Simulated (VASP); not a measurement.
# SnO2 (P6_3/mmc) in VASP: notebook, part 2 of 2

VASP 6.6.1. Earlier steps stand in the parts before.

### Step 3. Single point, PBE

INCAR reads:

```
PREC = Accurate ; ENCUT = 520
EDIFF = 1E-6 ; ISMEAR = 0
SIGMA = 0.01 ; LREAL = F
LASPH = T ; NELM = 100
ALGO = Normal ; ISIF = 2
LWAVE = F ; LCHARG = F
GGA = PE ; NBANDS = 35
```

KPOINTS reads:

```
Automatic mesh
0
Gamma
  6 6 2
```

POSCAR reads:

```
SnO2
1.0
    3.2305756200      0.0000000000      0.0000000000
   -1.6152878100      2.7977605558      0.0000000000
    0.0000000000      0.0000000000     10.7905620000
Sn O
2 4
Direct
    0.0000000000      0.0000000000      0.5000000000
    0.0000000000      0.0000000000      0.0000000000
    0.6666666667      0.3333333333      0.4058620000
    0.3333333333      0.6666666667      0.5941380000
    0.3333333333      0.6666666667      0.9058620000
    0.6666666667      0.3333333333      0.0941380000
```

Potentials or basis: VASP PAW PBE potentials, release 64 (Sn_d, O).

Run with:

```console
cat potpaw_PBE.64/Sn_d/POTCAR potpaw_PBE.64/O/POTCAR > POTCAR
mpirun -np 1 vasp_std > vasp.out
```

OUTCAR:

```text
PREC = Accurate
   ENCUT = 520
   EDIFF = 1E-6
   ISMEAR = 0
   LREAL = F
   LASPH = T
   NELM = 100
   ISIF = 2
   GGA = PE

 ion  position               nearest neighbor table
   1  0.000  0.000  0.500-   3 2.12   4 2.12   3 2.12   4 2.12   3 2.12   4 2.12
   2  0.000  0.000  0.000-   5 2.12   6 2.12   6 2.12   5 2.12   6 2.12   5 2.12
   3  0.667  0.333  0.406-   1 2.12   1 2.12   1 2.12
   4  0.333  0.667  0.594-   1 2.12   1 2.12   1 2.12
   5  0.333  0.667  0.906-   2 2.12   2 2.12   2 2.12
   6  0.667  0.333  0.094-   2 2.12   2 2.12   2 2.12

  LATTYP: Found a hexagonal cell.
 ALAT       =     3.2305756200
 C/A-ratio  =     3.3401360220

  Lattice vectors:

 A1 = (   3.2305756200,   0.0000000000,   0.0000000000)
 A2 = (  -1.6152878100,   2.7977605558,   0.0000000000)
 A3 = (   0.0000000000,   0.0000000000,  10.7905620000)

Analysis of symmetry for initial positions (statically):
=====================================================================
 Subroutine PRICEL returns:
 Original cell was already a primitive cell.

 Routine SETGRP: Setting up the symmetry group for a
 hexagonal supercell.

 Subroutine GETGRP returns: Found 24 space group operations
 (whereof 12 operations were pure point group operations)
 out of a pool of 24 trial point group operations.

The static configuration has the point symmetry D_3d.
 The point group associated with its full space group is D_6h.

Analysis of symmetry for dynamics (positions and initial velocities):
=====================================================================
 Subroutine PRICEL returns:
 Original cell was already a primitive cell.

 Routine SETGRP: Setting up the symmetry group for a
 hexagonal supercell.

[... 118 lines left out ...]
   EFERMI_NEDOS =   21; number of points for ismear=-14 and -15
   IALGO  =     38    algorithm
   IMIX   =      4    mixing-type and parameters
     AMIX     =   0.40;   BMIX     =  1.00
     AMIX_MAG =   1.60;   BMIX_MAG =  1.00
  volume/ion in A,a.u.               =      16.25       109.69
  Fermi-wavevector in a.u.,A,eV,Ry     =   1.327490  2.508591 23.976574  1.762228
  Thomas-Fermi vector in A             =   2.456798
   LORBIT       =      0    0 simple, 1 ext, 2 COOP (PROOUT), +10 PAW based schemes
   GGA     = PE    functional components
   LHFCALC =     F    Hartree Fock is set to
   AEXX    =    0.0000 exact exchange contribution
   IVDW    =     0    specifies the selected vdW correction
   LEPSILON=     F    determine dielectric tensor
   LRPA    =     F    only Hartree local field effects (RPA)
 non-spin polarized calculation
 Gauss-broadening in eV      SIGMA  =   0.01
  energy-cutoff  :      520.00
  volume of cell :       97.53
 maximum number of plane-waves:      2670
   NGX = 13   NGY = 13   NGZ = 41

 number of electron      51.9999995 magnetization

 Free energy of the ion-electron system (eV)
  ---------------------------------------------------
  ext. energy  EPLUGINS =         0.00000000
  ---------------------------------------------------
  free energy    TOTEN  =       -36.34685287 eV

  energy without entropy =      -36.34685287  energy(sigma->0) =      -36.34685287

 E-fermi :   2.1351     XC(G=0):  -9.1890

 val. band max:        2.0754613245   @ k =   0.3333   0.1667   0.0000
 cond. band min:       4.1820329261   @ k =   0.0000   0.0000   0.0000
 fundamental gap:      2.1065716017
 Fermi energy:         2.1351424267

 k-point     1 :       0.0000    0.0000    0.0000
  band No.  band energies     occupation
      1     -17.9426      2.00000
      2     -17.9420      2.00000
      3     -17.7291      2.00000
      4     -17.7291      2.00000
      5     -17.7291      2.00000
      6     -17.7291      2.00000
[... 521 lines left out ...]
     34      12.2644      0.00000
     35      14.1140      0.00000

------------------------ aborting loop because EDIFF is reached ----------------------------------------

  FORCE on cell =-STRESS in cart. coord.  units (eV):
  Direction    XX          YY          ZZ          XY          YZ          ZX
  --------------------------------------------------------------------------------------
  -------------------------------------------------------------------------------------
  Total       -0.0268840     -0.0268840      0.2382125      0.0000000      0.0000000      0.0000000
  in kB       -0.4416410     -0.4416410      3.9132770      0.0000000      0.0000000      0.0000000
  external PRESSURE =       1.0099983 kB  Pullay stress =       0.0000000 kB

 VOLUME and BASIS-vectors are now :
 -----------------------------------------------------------------------------
  energy-cutoff  :      520.00
  volume of cell :       97.53
      direct lattice vectors                 reciprocal lattice vectors
     3.230575620  0.000000000  0.000000000     0.309542360  0.178714365  0.000000000
    -1.615287810  2.797760556  0.000000000     0.000000000  0.357428729  0.000000000
     0.000000000  0.000000000 10.790562000     0.000000000  0.000000000  0.092673579

 POSITION                                       TOTAL-FORCE (eV/Angst)
 -----------------------------------------------------------------------------------
      0.00000      0.00000      5.39528        -0.000000      0.000000      0.000000
      0.00000      0.00000      0.00000        -0.000000      0.000000      0.000000
      1.61529      0.93259      4.37948         0.000000      0.000000      0.045791
     -0.00000      1.86517      6.41108        -0.000000     -0.000000     -0.045791
     -0.00000      1.86517      9.77476        -0.000000     -0.000000      0.045791
      1.61529      0.93259      1.01580         0.000000      0.000000     -0.045791
 -----------------------------------------------------------------------------------
    total drift:                               -0.000000      0.000000      0.000000

  FREE ENERGIE OF THE ION-ELECTRON SYSTEM (eV)
  ---------------------------------------------------
  free  energy   TOTEN  =       -36.3468528706 eV

  energy  without entropy=      -36.3468528706  energy(sigma->0) =      -36.34685287
```

OSZICAR:

```text
N       E                     dE             d eps       ncg     rms          rms(c)
DAV:   1     0.637357911657E+03    0.63736E+03   -0.25792E+04  1089   0.209E+03
DAV:   2     0.648119582505E+02   -0.57255E+03   -0.53812E+03  1071   0.590E+02
DAV:   3    -0.367256913150E+02   -0.10154E+03   -0.99987E+02  1065   0.208E+02
DAV:   4    -0.421410462959E+02   -0.54154E+01   -0.53813E+01  1200   0.537E+01
DAV:   5    -0.422943118473E+02   -0.15327E+00   -0.15305E+00  1243   0.926E+00    0.151E+01
DAV:   6    -0.362955432539E+02    0.59988E+01   -0.18256E+01  1462   0.638E+01    0.622E+00
DAV:   7    -0.363852750916E+02   -0.89732E-01   -0.21672E+00  1058   0.847E+00    0.318E+00
DAV:   8    -0.363516862338E+02    0.33589E-01   -0.18536E-01  1468   0.367E+00    0.981E-01
DAV:   9    -0.363452670369E+02    0.64192E-02   -0.34606E-02  1494   0.258E+00    0.143E-01
DAV:  10    -0.363468045940E+02   -0.15376E-02   -0.61273E-03  1246   0.825E-01    0.785E-02
DAV:  11    -0.363468347862E+02   -0.30192E-04   -0.71617E-04  1511   0.314E-01    0.204E-02
DAV:  12    -0.363468548004E+02   -0.20014E-04   -0.69209E-05  1127   0.549E-02    0.150E-02
DAV:  13    -0.363468531333E+02    0.16671E-05   -0.75347E-06  1220   0.272E-02    0.237E-03
DAV:  14    -0.363468528706E+02    0.26268E-06   -0.10015E-06   828   0.881E-03
   1 F= -.36346853E+02 E0= -.36346853E+02  d E =-.319467E-18
```

stdout:

```text
POSCAR found type information on POSCAR SnO
 POSCAR found :  2 types and       6 ions
 scaLAPACK will be used
 LDA part: xc-table for (Slater+PW92), standard interpolation
 POSCAR, INCAR and KPOINTS ok, starting setup
 FFT: planning ... GRIDC
 FFT: planning ... GRID_SOFT
 FFT: planning ... GRID
 WAVECAR not read
 entering main loop
```

It took 92 s on 1 thread of AMD EPYC 7R13, shared host; peak memory 0.18 GiB.

Results:

```yaml
Free_energy: -36.3469 eV
Pressure: 0.1 GPa
Largest_force: 0.046 eV/Å
Band_gap_on_the_k_mesh: 2.11 eV, indirect (least direct gap 2.48 eV)
```

Forces on the atoms (eV/Å):
```
Sn   0.000  0.000  0.000
Sn   0.000  0.000  0.000
O    0.000  0.000  0.046
O    0.000  0.000 -0.046
O    0.000  0.000  0.046
O    0.000  0.000 -0.046
```

Levels at points of the mesh, in eV from the valence-band top:
```csv
k point,band 22,band 23,band 24,band 25,band 26,band 27,band 28,band 29,band 30,band 31
"(0.00, 0.00, 0.00)",-0.87,-0.87,-0.85,-0.85,-0.37,2.11,2.82,5.44,5.79,10.12
"(0.50, 0.00, 0.00)",-1.14,-0.54,-0.50,-0.44,-0.07,5.12,5.25,6.96,7.55,9.92
"(0.00, 0.00, 0.50)",-0.86,-0.86,-0.86,-0.69,-0.69,2.47,2.47,5.62,5.62,10.23
"(0.50, 0.00, 0.50)",-1.30,-0.52,-0.52,-0.24,-0.24,5.19,5.19,7.24,7.24,10.10
```

Caveat: spin-orbit coupling is left out, which moves the levels of the heavy elements. A k mesh can miss the band edges.
